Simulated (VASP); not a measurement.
Set up this calculation in VASP 6.6.1, as the native input.

- Task: electric field gradients
- Functional: PBEsol
- Potentials or basis: VASP PAW PBE potentials, release 64 (Ru_pv)
- Cutoff: 520 eV
- k mesh: 14 × 14 × 8
- Occupations: fermi-dirac, width 0.03 eV
- Spin: no spin polarisation
- Dipole correction: no
- Further INCAR settings: ALGO = Normal; EDIFF = 1e-08; NBANDS = 21

The structure of Ru lies in POSCAR:

```
Ru
1.0
    2.7057993342      0.0000000000      0.0000000000
   -1.3528996671      2.3432909610      0.0000000000
    0.0000000000      0.0000000000      4.2819000000
Ru
2
Direct
    0.3333333333      0.6666666667      0.2500000000
    0.6666666667      0.3333333333      0.7500000000
```

One way to write it, as run:

INCAR

```
SYSTEM = Ru
PREC = Accurate ; ENCUT = 520
EDIFF = 1E-8 ; ISMEAR = -1
SIGMA = 0.03 ; LREAL = .False.
LASPH = .True. ; NELM = 60
ALGO = Normal ; ISIF = 2
LWAVE = .False. ; LCHARG = .False.
GGA = PS ; LEFG = .True.
NBANDS = 21
```

KPOINTS

```
regular mesh
0
Gamma
  14 14 8
  0 0 0
```

Potentials or basis: VASP PAW PBE potentials, release 64 (Ru_pv).

Command:

```console
$ cat potpaw_PBE.64/Ru_pv/POTCAR > POTCAR
$ mpirun -np 1 vasp_std > vasp.out
```

Results of the run:

```
Pressure               : -6.3 GPa
Band gap on the k mesh : zero (band 14 reaches 14.34 eV, above the bottom of band 15 at 11.19 eV)
```

Caveat: without QUAD_EFG the Cq values of the log hold for a quadrupole moment of 1 mb, not for the nuclei; the PAW data sets were made with another functional, which shifts forces and pressure a little.

Run time: 27 s on 1 thread of AMD EPYC 9R45 96-Core Processor (Zen 5), on a shared host, peak memory 0.14 GiB.
